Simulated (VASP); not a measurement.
# MgO (rocksalt type) (Fm-3m) in VASP: notebook

Runs on MgO (rocksalt type). Level: PBE. Tasks: relaxation of cell and atoms.

Everything below comes from runs of VASP 6.6.1. Logs are shortened: lines on timing, memory, paths and dates and some standing lists are left out, and cuts for length are marked.

### 1 The cell of the first run

It takes space group Fm-3m (No. 225, cubic). The conventional cell has a = 3.915 Å, b = 3.915 Å, c = 3.915 Å, α = 90.00°, β = 90.00°, γ = 90.00°. Within 2.6 Å of Mg (site symmetry m-3m) lie 6 O at 1.96 Å. O (site symmetry m-3m) has 6 Mg at 1.96 Å within 2.6 Å.

### 2 Relaxation of cell and atoms, PBE, target pressure 62 GPa, at which the enthalpy is minimised

File INCAR:

```
ALGO = Normal
EDIFF = 1E-6
EDIFFG = -0.005
ENCUT = 600
GGA = PE
IBRION = 2
ISIF = 3
ISMEAR = -1
LASPH = T
LCHARG = F
LREAL = F
LWAVE = F
NELM = 60
NSW = 32
PREC = Accurate
PSTRESS = 620.0
SIGMA = 0.08
```

File KPOINTS:

```
k-points
0
Gamma
  17 17 17
```

File POSCAR:

```
MgO
1.0
    0.0000000000      1.9574405954      1.9574405954
    1.9574405954      0.0000000000      1.9574405954
    1.9574405954      1.9574405954      0.0000000000
Mg O
1 1
Direct
    0.0000000000      0.0000000000      0.0000000000
    0.5000000000      0.5000000000      0.5000000000
```

Potentials or basis: VASP PAW PBE potentials, release 64 (Mg, O).

Started as:

```
cat potpaw_PBE.64/Mg/POTCAR potpaw_PBE.64/O/POTCAR > POTCAR
mpirun -np 1 vasp_std > vasp.out
```

OUTCAR:

```text
EDIFF = 1E-6
   EDIFFG = -0.005
   ENCUT = 600
   GGA = PE
   IBRION = 2
   ISIF = 3
   ISMEAR = -1
   LASPH = T
   LREAL = F
   NELM = 60
   NSW = 32
   PREC = Accurate
   PSTRESS = 620.0

 ion  position               nearest neighbor table
   1  0.000  0.000  0.000-   2 1.96   2 1.96   2 1.96   2 1.96   2 1.96   2 1.96
   2  0.500  0.500  0.500-   1 1.96   1 1.96   1 1.96   1 1.96   1 1.96   1 1.96

  LATTYP: Found a face centered cubic cell.
 ALAT       =     3.9148811908

  Lattice vectors:

 A1 = (   0.0000000000,   1.9574405954,   1.9574405954)
 A2 = (   1.9574405954,   0.0000000000,   1.9574405954)
 A3 = (   1.9574405954,   1.9574405954,   0.0000000000)

Analysis of symmetry for initial positions (statically):
=====================================================================
 Subroutine PRICEL returns:
 Original cell was already a primitive cell.

 Routine SETGRP: Setting up the symmetry group for a
 face centered cubic supercell.

 Subroutine GETGRP returns: Found 48 space group operations
 (whereof 48 operations were pure point group operations)
 out of a pool of 48 trial point group operations.

The static configuration has the point symmetry O_h .

Analysis of symmetry for dynamics (positions and initial velocities):
=====================================================================
 Subroutine PRICEL returns:
 Original cell was already a primitive cell.

 Routine SETGRP: Setting up the symmetry group for a
 face centered cubic supercell.

 Subroutine GETGRP returns: Found 48 space group operations
 (whereof 48 operations were pure point group operations)
 out of a pool of 48 trial point group operations.

The dynamic configuration has the point symmetry O_h .

 Subroutine INISYM returns: Found 48 space group operations
 (whereof 48 operations are pure point group operations),
 and found     1 'primitive' translations

----------------------------------------------------------------------------------------

                                     Primitive cell

  volume of cell :      15.0002

  direct lattice vectors                    reciprocal lattice vectors
     0.000000000  1.957440595  1.957440595    -0.255435593  0.255435593  0.255435593
     1.957440595  0.000000000  1.957440595     0.255435593 -0.255435593  0.255435593
     1.957440595  1.957440595  0.000000000     0.255435593  0.255435593 -0.255435593

  length of vectors
     2.768239038  2.768239038  2.768239038     0.442427426  0.442427426  0.442427426

  position of ions in fractional coordinates (direct lattice)
     0.000000000  0.000000000  0.000000000
     0.500000000  0.500000000  0.500000000

  ion indices of the primitive-cell ions
   primitive index   ion index
                 1           1
                 2           2

----------------------------------------------------------------------------------------

 KPOINTS: k-points

Automatic generation of k-mesh.
 Grid dimensions read from file:
 generate k-points for:   17   17   17

 Generating k-lattice:

  Cartesian coordinates                     Fractional coordinates (reciprocal lattice)
    -0.015025623  0.015025623  0.015025623     0.058823529  0.000000000  0.000000000
     0.015025623 -0.015025623  0.015025623     0.000000000  0.058823529  0.000000000
     0.015025623  0.015025623 -0.015025623     0.000000000  0.000000000  0.058823529

  Length of vectors
     0.026025143  0.026025143  0.026025143

  Shift w.r.t. Gamma in fractional coordinates (k-lattice)
     0.000000000  0.000000000  0.000000000

 Subroutine IBZKPT returns following result:
 ===========================================

 Found    165 irreducible k-points:

 Following reciprocal coordinates:
            Coordinates               Weight
  0.000000  0.000000  0.000000      1.000000
  0.058824  0.000000  0.000000      8.000000
  0.117647  0.000000  0.000000      8.000000
  0.176471  0.000000  0.000000      8.000000
  0.235294  0.000000  0.000000      8.000000
  0.294118  0.000000  0.000000      8.000000
[... 16 lines left out ...]
 -0.176471  0.058824  0.000000     24.000000
 -0.117647  0.058824  0.000000     24.000000
 [... further k-points ...]
   k-points           NKPTS =    165   k-points in BZ     NKDIM =    165   number of bands    NBANDS=      8
   number of dos      NEDOS =    301   number of ions     NIONS =      2
   total plane-waves  NPLWV =  13824
   dimension x,y,z NGX =    24 NGY =   24 NGZ =   24
   dimension x,y,z NGXF=    48 NGYF=   48 NGZF=   48
   ions per type =               1   1
   NGX,Y,Z   is equivalent  to a cutoff of  14.41, 14.41, 14.41 a.u.
   NGXF,Y,Z  is equivalent  to a cutoff of  28.83, 28.83, 28.83 a.u.
 SYSTEM =  unknown system
   PREC   = accura    normal or accurate (medium, high low for compatibility)
   ISTART =      0    job   : 0-new  1-cont  2-samecut
   ICHARG =      2    charge: 1-file 2-atom 10-const
   ISPIN  =      1    spin polarized calculation?
   LNONCOLLINEAR =      F non collinear calculations
   LSORBIT =      F    spin-orbit coupling
   LASPH  =      T    aspherical Exc in radial PAW
   ENCUT  =  600.0 eV  44.10 Ry    6.64 a.u.   5.53  5.53  5.53*2*pi/ulx,y,z
   NELM   =     60;   NELMIN=  2; NELMDL= -5     # of ELM steps
   EDIFF  = 0.1E-05   stopping-criterion for ELM
   LREAL  =      F    real-space projection
   EDIFFG = -.5E-02   stopping-criterion for IOM
   NSW    =     32    number of steps for IOM
   IBRION =      2    ionic relax: 0-MD 1-quasi-New 2-CG
   NFREE  =      1    steps in history (QN), initial steepest desc. (CG)
   ISIF   =      3    stress and relaxation
   ISYM   =      2    0-nonsym 1-usesym 2-fastsym
   POTIM  = 0.5000    time-step for ionic-motion
   TEBEG  =    0.0;   TEEND  =   0.0 temperature during run
   PSTRESS=  620.0 pullay stress
   NELECT =       8.0000    total number of electrons
   NUPDOWN=      -1.0000    fix difference up-down
   EMIN   =  10.00;   EMAX   =-10.00  energy-range for DOS
   EFERMI =   0.00;   METHOD = LEGACY
   ISMEAR =    -1;   SIGMA  =   0.08  broadening in eV -4-tet -1-fermi 0-gaus
   EFERMI_NEDOS =   21; number of points for ismear=-14 and -15
   IALGO  =     38    algorithm
   IMIX   =      4    mixing-type and parameters
     AMIX     =   0.40;   BMIX     =  1.00
     AMIX_MAG =   1.60;   BMIX_MAG =  1.00
  volume/ion in A,a.u.               =       7.50        50.61
  Fermi-wavevector in a.u.,A,eV,Ry     =   1.327617  2.508833 23.981189  1.762568
  Thomas-Fermi vector in A             =   2.456916
   LORBIT       =      0    0 simple, 1 ext, 2 COOP (PROOUT), +10 PAW based schemes
   GGA     = PE    functional components
   LHFCALC =     F    Hartree Fock is set to
   AEXX    =    0.0000 exact exchange contribution
   IVDW    =     0    specifies the selected vdW correction
   LEPSILON=     F    determine dielectric tensor
   LRPA    =     F    only Hartree local field effects (RPA)
 conjugate gradient relaxation of ions
 non-spin polarized calculation
  energy-cutoff  :      600.00
  volume of cell :       15.00
 maximum number of plane-waves:       531
 NGX is ok and might be reduce to    24
   NGX = 11   NGY = 11   NGZ = 11

--------------------------------------- Ionic step        1  -------------------------------------------

 number of electron       8.0000002 magnetization

 Free energy of the ion-electron system (eV)
  ---------------------------------------------------
  ext. energy  EPLUGINS =         0.00000000
  ---------------------------------------------------
  free energy    TOTEN  =       -11.26266465 eV

  energy without entropy =      -11.26266465  energy(sigma->0) =      -11.26266465

------------------------ aborting loop because EDIFF is reached ----------------------------------------

  FORCE on cell =-STRESS in cart. coord.  units (eV):
  Direction    XX          YY          ZZ          XY          YZ          ZX
  --------------------------------------------------------------------------------------
  -------------------------------------------------------------------------------------
  Total        5.7528629      5.7528629      5.7528629      0.0000000     -0.0000000      0.0000000
  in kB      614.4673926    614.4673926    614.4673926      0.0000000     -0.0000000      0.0000000
  external PRESSURE =      -5.5326074 kB  Pullay stress =     620.0000000 kB

 VOLUME and BASIS-vectors are now :
 -----------------------------------------------------------------------------
  energy-cutoff  :      600.00
  volume of cell :       15.00
      direct lattice vectors                 reciprocal lattice vectors
     0.000000000  1.957440595  1.957440595    -0.255435593  0.255435593  0.255435593
     1.957440595  0.000000000  1.957440595     0.255435593 -0.255435593  0.255435593
     1.957440595  1.957440595  0.000000000     0.255435593  0.255435593 -0.255435593
[... 46 lines left out ...]
  FREE ENERGIE OF THE ION-ELECTRON SYSTEM (eV)
  ---------------------------------------------------
  free  energy   TOTEN  =       -11.2408951442 eV

  energy  without entropy=      -11.2408951441  energy(sigma->0) =      -11.24089514

  enthalpy is  TOTEN    =        -5.4579645513 eV   P V=        5.7829305929

--------------------------------------- Ionic step        3  -------------------------------------------

 number of electron       8.0000002 magnetization

 Free energy of the ion-electron system (eV)
  ---------------------------------------------------
  ext. energy  EPLUGINS =         0.00000000
  ---------------------------------------------------
  free energy    TOTEN  =       -11.25335300 eV

  energy without entropy =      -11.25335300  energy(sigma->0) =      -11.25335300

 E-fermi :   6.6243     XC(G=0): -12.1751

 val. band max:        5.0611618898   @ k =   0.0000   0.0000   0.0000
 cond. band min:      12.2611069160   @ k =   0.0000   0.0000   0.0000
 fundamental gap:      7.1999450262
 Fermi energy:         6.6243282234

 k-point     1 :       0.0000    0.0000    0.0000
  band No.  band energies     occupation
      1     -13.4949      2.00000
      2       5.0612      2.00000
      3       5.0612      2.00000
      4       5.0612      2.00000
      5      12.2611      0.00000
      6      22.0907      0.00000
      7      22.0907      0.00000
      8      22.0907      0.00000

 k-point     2 :       0.0588    0.0000    0.0000
  band No.  band energies     occupation
      1     -13.4420      2.00000
      2       4.8010      2.00000
      3       5.0256      2.00000
      4       5.0256      2.00000
      5      12.4871      0.00000
      6      21.5054      0.00000
      7      22.2077      0.00000
      8      22.2077      0.00000
[... 221 lines left out ...]
 k-point    23 :      -0.1765    0.0588    0.0000
  band No.  band energies     occupation
      1     -12.9026      2.00000
      2       2.8140      2.00000
      3       4.5531      2.00000
      4       4.7469      2.00000
      5      14.0970      0.00000
      6      19.1912      0.00000
      7      23.2382      0.00000
      8      23.2537      0.00000

 k-point    24 :      -0.1176    0.0588    0.0000
  band No.  band energies     occupation
      1     -13.1707      2.00000
      2       3.7231      2.00000
      3       4.7444      2.00000
      4       4.8932      2.00000
      5      13.4377      0.00000
      6      19.8802      0.00000
      7      22.7315      0.00000
      8      22.8599      0.00000

 [... further k-points ...]
[... 5 lines left out ...]
  --------------------------------------------------------------------------------------
  -------------------------------------------------------------------------------------
  Total        5.7971260      5.7971260      5.7971260     -0.0000000      0.0000000      0.0000000
  in kB      620.1948495    620.1948495    620.1948495     -0.0000000      0.0000000      0.0000000
  external PRESSURE =       0.1948495 kB  Pullay stress =     620.0000000 kB

 VOLUME and BASIS-vectors are now :
 -----------------------------------------------------------------------------
  energy-cutoff  :      600.00
  volume of cell :       14.98
      direct lattice vectors                 reciprocal lattice vectors
     0.000000000  1.956388303  1.956388303    -0.255572986  0.255572986  0.255572986
     1.956388303 -0.000000000  1.956388303     0.255572986 -0.255572986  0.255572986
     1.956388303  1.956388303 -0.000000000     0.255572986  0.255572986 -0.255572986

 POSITION                                       TOTAL-FORCE (eV/Angst)
 -----------------------------------------------------------------------------------
      0.00000      0.00000      0.00000        -0.000000     -0.000000      0.000000
      1.95639      1.95639      1.95639         0.000000      0.000000     -0.000000
 -----------------------------------------------------------------------------------
    total drift:                               -0.000000     -0.000000      0.000000

  FREE ENERGIE OF THE ION-ELECTRON SYSTEM (eV)
  ---------------------------------------------------
  free  energy   TOTEN  =       -11.2533529983 eV

  energy  without entropy=      -11.2533529982  energy(sigma->0) =      -11.25335300

  enthalpy is  TOTEN    =        -5.4580482868 eV   P V=        5.7953047115

 reached required accuracy - stopping structural energy minimisation
```

Wall time 28 s (1 thread of AMD EPYC 9R45 (Zen 5), shared host); peak memory 0.14 GiB.

What came out:

* Free energy: -11.2534 eV
* Relaxed volume: 7.49 Å³/atom
* Relaxed cell: a = 2.767 Å, b = 2.767 Å, c = 2.767 Å, α = 60.00°, β = 60.00°, γ = 60.00°
* Space group after relaxing (to 0.05 Å): Fm-3m (No. 225)
* Energy change on relaxing (the enthalpy is what falls): +4.7 meV/atom
* Ionic steps: 3
* Pressure after relaxing: 62.0 GPa
* Band gap on the k mesh: 7.20 eV, direct

Step by step:
| step | energy change (eV) | largest force (eV/Å) | pressure (GPa) | volume (Å³) |
| --- | --- | --- | --- | --- |
| 1 | 0.0000 | 0.0000 | 61.45 | 15.00 |
| 2 | 0.0218 | 0.0000 | 62.84 | 14.94 |
| 3 | 0.0093 | 0.0000 | 62.02 | 14.98 |

Final structure:
```yaml
crystal:
  lattice:
    - [0.00000, 1.95639, 1.95639]
    - [1.95639, 0.00000, 1.95639]
    - [1.95639, 1.95639, 0.00000]
  atoms:
    - { symbol: Mg, position: [0.00000, 0.00000, 0.00000] }
    - { symbol: O, position: [0.50000, 0.50000, 0.50000] }
```

Caveat: the cell is relaxed towards a set pressure, so the enthalpy falls and the energy may rise.

### 3 Relaxation of cell and atoms, PBE

This run uses another cell than the first one, of 10.00 Å³/atom, 1.333 times its volume.

File INCAR:

```
PREC = Accurate
ENCUT = 600
EDIFF = 1E-6
ISMEAR = -1
SIGMA = 0.08
LREAL = F
LASPH = T
NELM = 60
ALGO = Normal
ISIF = 3
LWAVE = F
LCHARG = F
GGA = PE
IBRION = 2
NSW = 60
EDIFFG = -0.005
```

File KPOINTS:

```
Automatic mesh
0
Gamma
  16 16 16
```

File POSCAR:

```
MgO
1.0
    0.0000000000      2.1544346900      2.1544346900
    2.1544346900      0.0000000000      2.1544346900
    2.1544346900      2.1544346900      0.0000000000
Mg O
1 1
Direct
    0.0000000000      0.0000000000      0.0000000000
    0.5000000000      0.5000000000      0.5000000000
```

Potentials or basis: VASP PAW PBE potentials, release 64 (Mg, O).

Started as:

```
cat potpaw_PBE.64/Mg/POTCAR potpaw_PBE.64/O/POTCAR > POTCAR
mpirun -np 1 vasp_std > vasp.out
```

Run time: 26 s. Hardware: 1 thread of AMD EPYC 9R45 (Zen 5), shared host; peak memory 0.14 GiB.

Results (log left out):

| Item | Value |
| --- | --- |
| Free energy | -11.9171 eV |
| Relaxed volume | 9.56 Å³/atom |
| Relaxed cell | a = 3.001 Å, b = 3.001 Å, c = 3.001 Å, α = 60.00°, β = 60.00°, γ = 60.00° |
| Space group after relaxing (to 0.05 Å) | Fm-3m (No. 225) |
| Energy gained by relaxing | 9.0 meV/atom |
| Ionic steps | 3 |
| Pressure after relaxing | 0.0 GPa |
| Band gap on the k mesh | 4.51 eV, direct |

Step by step:
| step | energy change (eV) | largest force (eV/Å) | pressure (GPa) | volume (Å³) |
| --- | --- | --- | --- | --- |
| 1 | 0.0000 | 0.0000 | -6.30 | 20.00 |
| 2 | -0.0167 | 0.0000 | 1.89 | 18.88 |
| 3 | -0.0180 | 0.0000 | 0.00 | 19.11 |

Final structure:
```
CELL_PARAMETERS angstrom
0.00000 2.12213 2.12213
2.12213 0.00000 2.12213
2.12213 2.12213 0.00000
ATOMIC_POSITIONS crystal
Mg 0.00000 0.00000 0.00000
O 0.50000 0.50000 0.50000
```

Levels at points of the mesh, in eV from the valence-band top:
| k point | band 1 | band 2 | band 3 | band 4 | band 5 | band 6 | band 7 | band 8 |
| --- | --- | --- | --- | --- | --- | --- | --- | --- |
| (0.00, 0.00, 0.00) | -17.15 | 0.00 | 0.00 | 0.00 | 4.51 | 15.67 | 15.67 | 15.67 |
| (0.50, 0.00, 0.00) | -15.92 | -4.52 | -0.63 | -0.63 | 7.75 | 12.35 | 16.08 | 16.08 |
| (0.50, 0.50, 0.00) | -15.67 | -3.99 | -1.32 | -1.32 | 9.09 | 9.72 | 12.86 | 18.63 |

A k mesh can miss the band edges. PBE gaps usually lie below the measured ones, often by a third to a half.
